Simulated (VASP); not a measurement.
A run of VASP 6.6.1:

File POSCAR:

```
V
1.0
    2.6042941027      0.0000000000      0.0000000000
   -1.3021470513      2.2553848518      0.0000000000
    0.0000000000      0.0000000000      4.7233360000
V
2
Direct
    0.3333333333      0.6666666667      0.2500000000
    0.6666666667      0.3333333333      0.7500000000
```

INCAR.step1

```
PREC     = Accurate       # precision mode
ENCUT    = 520            # plane-wave cutoff, eV
EDIFF    = 1E-5           # SCF threshold, eV
ISMEAR   = -1             # smearing method
SIGMA    = 0.05           # smearing width, eV
LREAL    = F              # projectors in reciprocal space
LASPH    = T              # aspherical terms in the spheres
NELM     = 150            # most SCF steps
ALGO     = Normal         # electronic algorithm
ISIF     = 2              # what is computed and relaxed
LWAVE    = T              # write WAVECAR
LCHARG   = F              # write CHGCAR
ISPIN    = 2              # spin polarisation
MAGMOM   = 2 2            # initial moments
LORBIT   = 11             # projections on sites
LMAXMIX  = 4              # l up to which the mixer works
NBANDS   = 24             # bands
GGA      = PE             # functional
KPAR     = 4
```

Contents of INCAR.step2:

```
PREC     = Accurate       # precision mode
ENCUT    = 520            # plane-wave cutoff, eV
EDIFF    = 1E-6           # SCF threshold, eV
ISMEAR   = -1             # smearing method
SIGMA    = 0.05           # smearing width, eV
LREAL    = F              # projectors in reciprocal space
LASPH    = T              # aspherical terms in the spheres
NELM     = 150            # most SCF steps
ALGO     = Normal         # electronic algorithm
ISIF     = 2              # what is computed and relaxed
LWAVE    = F              # write WAVECAR
LCHARG   = F              # write CHGCAR
ISPIN    = 2              # spin polarisation
MAGMOM   = 2 2            # initial moments
LORBIT   = 11             # projections on sites
LMAXMIX  = 4              # l up to which the mixer works
GGA      = PE             # functional
LHFCALC  = T              # exact exchange
AEXX     = 0.25           # exact-exchange fraction
HFSCREEN = 0.3            # screening, 1/A
PRECFOCK = Normal       
NBANDS   = 24             # bands
ISTART   = 1            
KPAR     = 4
```

Contents of KPOINTS:

```
Automatic mesh
0
Gamma
  6 6 3
```

Potentials or basis: VASP PAW PBE potentials, release 64 (V_sv).

Launch:

```bash
$ cat potpaw_PBE.64/V_sv/POTCAR > POTCAR
$ cp INCAR.step1 INCAR
$ mpirun -np 4 vasp_std > vasp.out
$ cp INCAR.step2 INCAR
$ mpirun -np 4 vasp_std > vasp.out
```

Hardware: 4 MPI ranks on Intel(R) Xeon(R) Platinum 8488C (Sapphire Rapids), on a shared host.

Q: Estimate the wall time of this run.

A: Wall time 18 min on 4 MPI ranks on Intel(R) Xeon(R) Platinum 8488C (Sapphire Rapids), on a shared host, peak memory 0.25 GiB a rank. Counts: k points 14.
